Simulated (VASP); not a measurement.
A run of VASP 6.6.1 is set up as follows.

The input INCAR:

```
ALGO = Normal
EDIFF = 1E-6
ENCUT = 690
GGA = PE
GGA_COMPAT = False
ISIF = 2
ISMEAR = -1
ISPIN = 2
LASPH = True
LCHARG = True
LELF = True
LMAXMIX = 4
LORBIT = 11
LREAL = False
LVHAR = True
LWAVE = False
MAGMOM = 2.5 2.5
NBANDS = 28
NELM = 200
NUPDOWN = 5.0
PREC = Accurate
SIGMA = 0.05
```

KPOINTS

```
k-points
0
Gamma
  10 10 6
```

Contents of POSCAR:

```
Co
1.0
    2.4873648738      0.0000000000      0.0000000000
   -1.2436824369      2.1541211692      0.0000000000
    0.0000000000      0.0000000000      4.0632895034
Co
2
Direct
    0.3333333333      0.6666666667      0.7401390000
    0.6666666667      0.3333333333      0.2598610000
```

Potentials or basis: VASP PAW PBE potentials, release 64 (Co_sv).

Launch:

```console
$ cat potpaw_PBE.64/Co_sv/POTCAR > POTCAR
$ mpirun -np 1 vasp_std > vasp.out
```

Problem. Estimate the pressure.

Solution. 21.9 GPa.

Problem. What does it give for the largest force?

Solution. 0.967 eV/Å.

Forces in eV/Å, atoms in the order of the input:
```
Co   0.000  0.000  0.967
Co   0.000  0.000 -0.967
```

Caveat: the stress differs along the axes, from 20 to 26 GPa; the total moment is fixed, so each spin has its own Fermi level and the state may be an excited one.
